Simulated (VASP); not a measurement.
# Y (Im-3m) in VASP: further runs

The runs below take Y through single point, with LDA.

Everything below comes from runs of VASP 6.6.1. Logs are shortened: lines on timing, memory, paths and dates and some standing lists are left out, and cuts for length are marked.

## 1. The cell of the first run

Symmetry: Im-3m, No. 229, cubic system. Conventional cell: a = 3.630 Å, b = 3.630 Å, c = 3.630 Å, α = 90.00°, β = 90.00°, γ = 90.00°. Y (site symmetry m-3m) has 14 Y at 3.14 to 3.63 Å within 4.1 Å.

This isn't the form of Y at room conditions, which is hcp.

## 2. Single point, LDA (23.93 Å³/atom)

The input, INCAR:

```
SYSTEM = Y
PREC = Accurate ; ENCUT = 520
EDIFF = 1E-6 ; ISMEAR = -1
SIGMA = 0.05 ; LREAL = .FALSE.
LASPH = .TRUE. ; NELM = 80
ALGO = Normal ; ISIF = 2
LWAVE = .FALSE. ; LCHARG = .FALSE.
NBANDS = 12
```

The input, KPOINTS:

```
Automatic mesh
0
G
  14 14 14
  0 0 0
```

The input, POSCAR:

```
Y
1.0
   -1.8152472954      1.8152472954      1.8152472954
    1.8152472954     -1.8152472954      1.8152472954
    1.8152472954      1.8152472954     -1.8152472954
Y
1
Direct
    0.0000000000      0.0000000000      0.0000000000
```

Potentials or basis: VASP PAW LDA potentials, release 64 (Y_sv).

Started as:

```bash
$ cat potpaw_LDA.64/Y_sv/POTCAR > POTCAR
$ mpirun -np 1 vasp_std > vasp.out
```

OUTCAR:

```text
SYSTEM = Y
   PREC = Accurate
   ENCUT = 520
   EDIFF = 1E-6
   ISMEAR = -1
   LREAL = .FALSE.
   LASPH = .TRUE.
   NELM = 80
   ISIF = 2

 ion  position               nearest neighbor table
   1  0.000  0.000  0.000-

  LATTYP: Found a body centered cubic cell.
 ALAT       =     3.6304945908

  Lattice vectors:

 A1 = (  -1.8152472954,   1.8152472954,   1.8152472954)
 A2 = (   1.8152472954,  -1.8152472954,   1.8152472954)
 A3 = (   1.8152472954,   1.8152472954,  -1.8152472954)

Analysis of symmetry for initial positions (statically):
=====================================================================
 Subroutine PRICEL returns:
 Original cell was already a primitive cell.

 Routine SETGRP: Setting up the symmetry group for a
 body centered cubic supercell.

 Subroutine GETGRP returns: Found 48 space group operations
 (whereof 48 operations were pure point group operations)
 out of a pool of 48 trial point group operations.

The static configuration has the point symmetry O_h .

Analysis of symmetry for dynamics (positions and initial velocities):
=====================================================================
 Subroutine PRICEL returns:
 Original cell was already a primitive cell.

 Routine SETGRP: Setting up the symmetry group for a
 body centered cubic supercell.

 Subroutine GETGRP returns: Found 48 space group operations
 (whereof 48 operations were pure point group operations)
 out of a pool of 48 trial point group operations.

The dynamic configuration has the point symmetry O_h .

 Subroutine INISYM returns: Found 48 space group operations
 (whereof 48 operations are pure point group operations),
 and found     1 'primitive' translations

----------------------------------------------------------------------------------------

                                     Primitive cell

  volume of cell :      23.9259

  direct lattice vectors                    reciprocal lattice vectors
    -1.815247295  1.815247295  1.815247295     0.000000000  0.275444564  0.275444564
     1.815247295 -1.815247295  1.815247295     0.275444564  0.000000000  0.275444564
     1.815247295  1.815247295 -1.815247295     0.275444564  0.275444564  0.000000000

  length of vectors
     3.144100544  3.144100544  3.144100544     0.389537438  0.389537438  0.389537438

  position of ions in fractional coordinates (direct lattice)
     0.000000000  0.000000000  0.000000000

  ion indices of the primitive-cell ions
   primitive index   ion index
                 1           1

----------------------------------------------------------------------------------------

 KPOINTS: Automatic mesh

Automatic generation of k-mesh.
 Grid dimensions read from file:
 generate k-points for:   14   14   14

 Generating k-lattice:

  Cartesian coordinates                     Fractional coordinates (reciprocal lattice)
     0.000000000  0.019674612  0.019674612     0.071428571  0.000000000  0.000000000
     0.019674612  0.000000000  0.019674612     0.000000000  0.071428571  0.000000000
     0.019674612  0.019674612  0.000000000     0.000000000  0.000000000  0.071428571

  Length of vectors
     0.027824103  0.027824103  0.027824103

  Shift w.r.t. Gamma in fractional coordinates (k-lattice)
     0.000000000  0.000000000  0.000000000

 Subroutine IBZKPT returns following result:
 ===========================================

 Found    104 irreducible k-points:

 Following reciprocal coordinates:
            Coordinates               Weight
  0.000000  0.000000  0.000000      1.000000
  0.071429  0.000000  0.000000     12.000000
  0.142857  0.000000  0.000000     12.000000
  0.214286  0.000000  0.000000     12.000000
  0.285714  0.000000  0.000000     12.000000
  0.357143  0.000000  0.000000     12.000000
[... 16 lines left out ...]
  0.285714  0.285714  0.000000     24.000000
  0.357143  0.285714  0.000000     24.000000
 [... further k-points ...]
   k-points           NKPTS =    104   k-points in BZ     NKDIM =    104   number of bands    NBANDS=     12
   number of dos      NEDOS =    301   number of ions     NIONS =      1
   total plane-waves  NPLWV =  13824
   dimension x,y,z NGX =    24 NGY =   24 NGZ =   24
   dimension x,y,z NGXF=    48 NGYF=   48 NGZF=   48
   ions per type =               1
   NGX,Y,Z   is equivalent  to a cutoff of  12.69, 12.69, 12.69 a.u.
   NGXF,Y,Z  is equivalent  to a cutoff of  25.38, 25.38, 25.38 a.u.
 SYSTEM =  Y
   PREC   = accura    normal or accurate (medium, high low for compatibility)
   ISTART =      0    job   : 0-new  1-cont  2-samecut
   ICHARG =      2    charge: 1-file 2-atom 10-const
   ISPIN  =      1    spin polarized calculation?
   LNONCOLLINEAR =      F non collinear calculations
   LSORBIT =      F    spin-orbit coupling
   LASPH  =      T    aspherical Exc in radial PAW
   ENCUT  =  520.0 eV  38.22 Ry    6.18 a.u.   5.85  5.85  5.85*2*pi/ulx,y,z
   NELM   =     80;   NELMIN=  2; NELMDL= -5     # of ELM steps
   EDIFF  = 0.1E-05   stopping-criterion for ELM
   LREAL  =      F    real-space projection
   EDIFFG = 0.1E-04   stopping-criterion for IOM
   NSW    =      0    number of steps for IOM
   IBRION =     -1    ionic relax: 0-MD 1-quasi-New 2-CG
   NFREE  =      0    steps in history (QN), initial steepest desc. (CG)
   ISIF   =      2    stress and relaxation
   ISYM   =      2    0-nonsym 1-usesym 2-fastsym
   POTIM  = 0.5000    time-step for ionic-motion
   TEBEG  =    0.0;   TEEND  =   0.0 temperature during run
   PSTRESS=    0.0 pullay stress
   NELECT =      11.0000    total number of electrons
   NUPDOWN=      -1.0000    fix difference up-down
   EMIN   =  10.00;   EMAX   =-10.00  energy-range for DOS
   EFERMI =   0.00;   METHOD = LEGACY
   ISMEAR =    -1;   SIGMA  =   0.05  broadening in eV -4-tet -1-fermi 0-gaus
   EFERMI_NEDOS =   21; number of points for ismear=-14 and -15
   IALGO  =     38    algorithm
   IMIX   =      4    mixing-type and parameters
     AMIX     =   0.40;   BMIX     =  1.00
     AMIX_MAG =   1.60;   BMIX_MAG =  1.00
  volume/ion in A,a.u.               =      23.93       161.46
  Fermi-wavevector in a.u.,A,eV,Ry     =   1.263523  2.387713 21.721581  1.596491
  Thomas-Fermi vector in A             =   2.396876
   LORBIT       =      0    0 simple, 1 ext, 2 COOP (PROOUT), +10 PAW based schemes
   GGA     = CA    functional components
   LHFCALC =     F    Hartree Fock is set to
   AEXX    =    0.0000 exact exchange contribution
   IVDW    =     0    specifies the selected vdW correction
   LEPSILON=     F    determine dielectric tensor
   LRPA    =     F    only Hartree local field effects (RPA)
 non-spin polarized calculation
  energy-cutoff  :      520.00
  volume of cell :       23.93
 maximum number of plane-waves:       682
   NGX = 11   NGY = 11   NGZ = 11

 number of electron      10.9999999 magnetization

 Free energy of the ion-electron system (eV)
  ---------------------------------------------------
  ext. energy  EPLUGINS =         0.00000000
  ---------------------------------------------------
  free energy    TOTEN  =        -6.61196442 eV

  energy without entropy =       -6.59188273  energy(sigma->0) =       -6.60192357

 E-fermi :   4.6201     XC(G=0): -10.9541

 val. band max:        4.6160696151   @ k =   0.3571   0.1429  -0.0000
 cond. band min:       4.6463292887   @ k =   0.3571   0.2857   0.0000
 fundamental gap:      0.0302596736
 Fermi energy:         4.6200695738

 k-point     1 :       0.0000    0.0000    0.0000
  band No.  band energies     occupation
      1     -37.3174      2.00000
      2     -16.7027      2.00000
      3     -16.7027      2.00000
      4     -16.7027      2.00000
      5      -0.4400      2.00000
      6       6.6058      0.00000
      7       6.6058      0.00000
      8       6.6058      0.00000
      9       9.2986      0.00000
     10       9.2986      0.00000
     11      16.1655      0.00000
     12      16.1655      0.00000

 k-point     2 :       0.0714    0.0000    0.0000
  band No.  band energies     occupation
      1     -37.3051      2.00000
      2     -16.7859      2.00000
      3     -16.7263      2.00000
      4     -16.7037      2.00000
      5      -0.2443      2.00000
      6       6.4580      0.00000
      7       6.5436      0.00000
      8       6.7954      0.00000
      9       9.0457      0.00000
     10       9.2845      0.00000
     11      16.3696      0.00000
     12      16.5208      0.00000

 k-point     3 :       0.1429    0.0000    0.0000
  band No.  band energies     occupation
      1     -37.2704      2.00000
      2     -17.0129      2.00000
      3     -16.7920      2.00000
      4     -16.7066      2.00000
      5       0.2985      2.00000
      6       6.0815      0.00000
      7       6.2752      0.00000
      8       7.3547      0.00000
      9       8.7007      0.00000
     10       9.2734      0.00000
     11      16.8462      0.00000
     12      17.5174      0.00000
[... 286 lines left out ...]
 k-point    23 :       0.2857    0.2857    0.0000
  band No.  band energies     occupation
      1     -37.0401      2.00000
      2     -17.9086      2.00000
      3     -17.5112      2.00000
      4     -16.8822      2.00000
      5       3.5579      2.00000
      6       4.5009      1.83101
      7       5.2596      0.00001
      8       9.3257      0.00000
      9      10.1195      0.00000
     10      14.0557      0.00000
     11      14.5334      0.00000
     12      17.0731      0.00000

 k-point    24 :       0.3571    0.2857    0.0000
  band No.  band energies     occupation
      1     -37.0321      2.00000
      2     -17.8526      2.00000
      3     -17.6227      2.00000
      4     -16.8896      2.00000
      5       3.6544      2.00000
      6       4.6463      0.74328
      7       5.1044      0.00012
      8       9.5559      0.00000
      9      10.0896      0.00000
     10      13.7353      0.00000
     11      15.1416      0.00000
     12      16.3789      0.00000

 [... further k-points ...]

------------------------ aborting loop because EDIFF is reached ----------------------------------------

  FORCE on cell =-STRESS in cart. coord.  units (eV):
  Direction    XX          YY          ZZ          XY          YZ          ZX
  --------------------------------------------------------------------------------------
  -------------------------------------------------------------------------------------
  Total        1.9949951      1.9949951      1.9949951      0.0000000      0.0000000     -0.0000000
  in kB      133.5934074    133.5934074    133.5934074      0.0000000      0.0000000     -0.0000000
  external PRESSURE =     133.5934074 kB  Pullay stress =       0.0000000 kB

 VOLUME and BASIS-vectors are now :
 -----------------------------------------------------------------------------
  energy-cutoff  :      520.00
  volume of cell :       23.93
      direct lattice vectors                 reciprocal lattice vectors
    -1.815247295  1.815247295  1.815247295     0.000000000  0.275444564  0.275444564
     1.815247295 -1.815247295  1.815247295     0.275444564  0.000000000  0.275444564
     1.815247295  1.815247295 -1.815247295     0.275444564  0.275444564  0.000000000

 POSITION                                       TOTAL-FORCE (eV/Angst)
 -----------------------------------------------------------------------------------
      0.00000      0.00000      0.00000         0.000000      0.000000      0.000000
 -----------------------------------------------------------------------------------
    total drift:                               -0.000000      0.000000      0.000000

  FREE ENERGIE OF THE ION-ELECTRON SYSTEM (eV)
  ---------------------------------------------------
  free  energy   TOTEN  =        -6.6119644157 eV

  energy  without entropy=       -6.5918827278  energy(sigma->0) =       -6.60192357
```

Wall time 27 s (1 thread of Intel Xeon 8259CL, shared host); peak memory 0.17 GiB.

What came out:

```yaml
Free_energy: -6.6120 eV
Pressure: 13.4 GPa
Band_gap_on_the_k_mesh: zero (an odd number of electrons rules out a gap without spin polarisation)
```

Caveat: the cell stands under pressure.

## 3. Single point, LDA (23.93 Å³/atom)

The input, INCAR:

```
SYSTEM = Y
ALGO = Normal ; EDIFF = 1E-7
ENCUT = 520 ; GGA = CA
ISIF = 2 ; ISMEAR = -1
LASPH = .True. ; LCHARG = .False.
LREAL = .False. ; LWAVE = .False.
NBANDS = 12 ; NELM = 100
PREC = Accurate ; SIGMA = 0.05
```

The input, KPOINTS:

```
k-points
0
Gamma
  14 14 14
  0 0 0
```

POSCAR is that of step 2.

Potentials or basis: VASP PAW LDA potentials, release 64 (Y_sv).

Started as:

```bash
$ cat potpaw_LDA.64/Y_sv/POTCAR > POTCAR
$ mpirun -np 1 vasp_std > vasp.out
```

OUTCAR:

```text
SYSTEM = Y
   EDIFF = 1E-7
   ENCUT = 520
   GGA = CA
   ISIF = 2
   ISMEAR = -1
   LASPH = .True.
   LREAL = .False.
   NELM = 100
   PREC = Accurate

 ion  position               nearest neighbor table
   1  0.000  0.000  0.000-

  LATTYP: Found a body centered cubic cell.
 ALAT       =     3.6304945908

  Lattice vectors:

 A1 = (  -1.8152472954,   1.8152472954,   1.8152472954)
 A2 = (   1.8152472954,  -1.8152472954,   1.8152472954)
 A3 = (   1.8152472954,   1.8152472954,  -1.8152472954)

Analysis of symmetry for initial positions (statically):
=====================================================================
 Subroutine PRICEL returns:
 Original cell was already a primitive cell.

 Routine SETGRP: Setting up the symmetry group for a
 body centered cubic supercell.

 Subroutine GETGRP returns: Found 48 space group operations
 (whereof 48 operations were pure point group operations)
 out of a pool of 48 trial point group operations.

The static configuration has the point symmetry O_h .

[... 164 lines left out ...]
 k-point     1 :       0.0000    0.0000    0.0000
  band No.  band energies     occupation
      1     -37.3181      2.00000
      2     -16.7033      2.00000
      3     -16.7033      2.00000
      4     -16.7033      2.00000
      5      -0.4395      2.00000
      6       6.6057      0.00000
      7       6.6057      0.00000
      8       6.6057      0.00000
      9       9.2985      0.00000
     10       9.2985      0.00000
     11      16.1657      0.00000
     12      16.1657      0.00000
[... 331 lines left out ...]
 k-point    24 :       0.3571    0.2857    0.0000
  band No.  band energies     occupation
      1     -37.0328      2.00000
      2     -17.8531      2.00000
      3     -17.6232      2.00000
      4     -16.8902      2.00000
      5       3.6545      2.00000
      6       4.6464      0.74328
      7       5.1044      0.00012
      8       9.5557      0.00000
      9      10.0894      0.00000
     10      13.7356      0.00000
     11      15.1414      0.00000
     12      16.3787      0.00000

 [... further k-points ...]

------------------------ aborting loop because EDIFF is reached ----------------------------------------

  FORCE on cell =-STRESS in cart. coord.  units (eV):
  Direction    XX          YY          ZZ          XY          YZ          ZX
  --------------------------------------------------------------------------------------
  -------------------------------------------------------------------------------------
  Total        2.0043124      2.0043124      2.0043124      0.0000000      0.0000000     -0.0000000
  in kB      134.2173346    134.2173346    134.2173346      0.0000000      0.0000000     -0.0000000
  external PRESSURE =     134.2173346 kB  Pullay stress =       0.0000000 kB

 VOLUME and BASIS-vectors are now :
 -----------------------------------------------------------------------------
  energy-cutoff  :      520.00
  volume of cell :       23.93
      direct lattice vectors                 reciprocal lattice vectors
    -1.815247295  1.815247295  1.815247295     0.000000000  0.275444564  0.275444564
     1.815247295 -1.815247295  1.815247295     0.275444564  0.000000000  0.275444564
     1.815247295  1.815247295 -1.815247295     0.275444564  0.275444564  0.000000000

 POSITION                                       TOTAL-FORCE (eV/Angst)
 -----------------------------------------------------------------------------------
      0.00000      0.00000      0.00000        -0.000000      0.000000     -0.000000
 -----------------------------------------------------------------------------------
    total drift:                                0.000000      0.000000      0.000000

  FREE ENERGIE OF THE ION-ELECTRON SYSTEM (eV)
  ---------------------------------------------------
  free  energy   TOTEN  =        -6.6119644285 eV

  energy  without entropy=       -6.5918825057  energy(sigma->0) =       -6.60192347
```

OSZICAR:

```text
N       E                     dE             d eps       ncg     rms          rms(c)
DAV:   1     0.267984330646E+02    0.26798E+02   -0.57617E+03  2496   0.867E+02
DAV:   2    -0.554637068744E+01   -0.32345E+02   -0.31353E+02  2992   0.174E+02
DAV:   3    -0.669302793618E+01   -0.11467E+01   -0.11316E+01  3320   0.222E+01
DAV:   4    -0.671445310413E+01   -0.21425E-01   -0.21408E-01  2840   0.295E+00
DAV:   5    -0.671476241604E+01   -0.30931E-03   -0.30930E-03  3080   0.268E-01    0.274E+01
DAV:   6    -0.661244979718E+01    0.10231E+00   -0.17304E-01  2996   0.275E+00    0.164E+01
DAV:   7    -0.661499692517E+01   -0.25471E-02   -0.21803E-01  3220   0.306E+00    0.133E+00
DAV:   8    -0.661201280441E+01    0.29841E-02   -0.24237E-02  2768   0.129E+00    0.230E-01
DAV:   9    -0.661196996398E+01    0.42840E-04   -0.72301E-04  2996   0.211E-01    0.683E-02
DAV:  10    -0.661196465332E+01    0.53107E-05   -0.33877E-05  2824   0.516E-02    0.120E-02
DAV:  11    -0.661196441567E+01    0.23765E-06   -0.34705E-06  2880   0.161E-02    0.120E-02
DAV:  12    -0.661196442854E+01   -0.12871E-07   -0.77426E-07  2740   0.782E-03
   1 F= -.66119644E+01 E0= -.66019235E+01  d E =-.200819E-01
```

stdout:

```text
POSCAR found type information on POSCAR Y
 POSCAR found :  1 types and       1 ions
 scaLAPACK will be used
 LDA part: xc-table for (Slater(with rela. corr.)+CA(PZ))
 , standard interpolation
 POSCAR, INCAR and KPOINTS ok, starting setup
 FFT: planning ... GRIDC
 FFT: planning ... GRID_SOFT
 FFT: planning ... GRID
 WAVECAR not read
 entering main loop
```

Run time: 28 s. Hardware: 1 thread of Intel Xeon 8259CL, shared host; peak memory 0.17 GiB.

What came out:

| Item | Value |
| --- | --- |
| Free energy | -6.6120 eV |
| Pressure | 13.4 GPa |
| Band gap on the k mesh | zero (an odd number of electrons rules out a gap without spin polarisation) |

Caveat: the cell stands under pressure.

## 4. Single point, LDA (26.92 Å³/atom)

This run uses another cell than the first one, of 26.92 Å³/atom.

The input, INCAR:

```
ALGO = Normal ; EDIFF = 1E-7
ENCUT = 520 ; GGA = CA
ISIF = 2 ; ISMEAR = -1
LASPH = True ; LCHARG = False
LREAL = False ; LWAVE = False
NBANDS = 12 ; NELM = 60
PREC = Accurate ; SIGMA = 0.05
```

The input, KPOINTS:

```
k-points
0
Gamma
  14 14 14
```

The input, POSCAR:

```
Y
1.0
   -1.8879332670      1.8879332670      1.8879332670
    1.8879332670     -1.8879332670      1.8879332670
    1.8879332670      1.8879332670     -1.8879332670
Y
1
Direct
    0.0000000000      0.0000000000      0.0000000000
```

Started as:

```bash
$ cat potpaw_LDA.64/Y_sv/POTCAR > POTCAR
$ mpirun -np 1 vasp_std > vasp.out
```

Wall time 31 s (1 thread of Intel Xeon 8259CL, shared host); peak memory 0.17 GiB.

The run converged. Its results:

```
Free energy            : -6.7811 eV
Pressure               : 5.3 GPa
Band gap on the k mesh : zero (an odd number of electrons rules out a gap without spin polarisation)
```

Levels at points of the mesh, in eV from the Fermi level:
```csv
k point,band 3,band 4,band 5,band 6,band 7,band 8
"(0.00, 0.00, 0.00)",-21.76,-21.76,-5.04,1.83,1.83,1.83
"(0.50, 0.00, 0.00)",-22.08,-21.77,-2.33,-0.02,1.61,4.24
"(0.50, 0.50, 0.50)",-22.47,-22.47,-2.00,-2.00,6.48,6.48
```

Caveat: the cell stands under pressure.

(Continued in part 2 of 2.)

The gap in the log of VASP goes by the Fermi energy; the results here count the filled bands.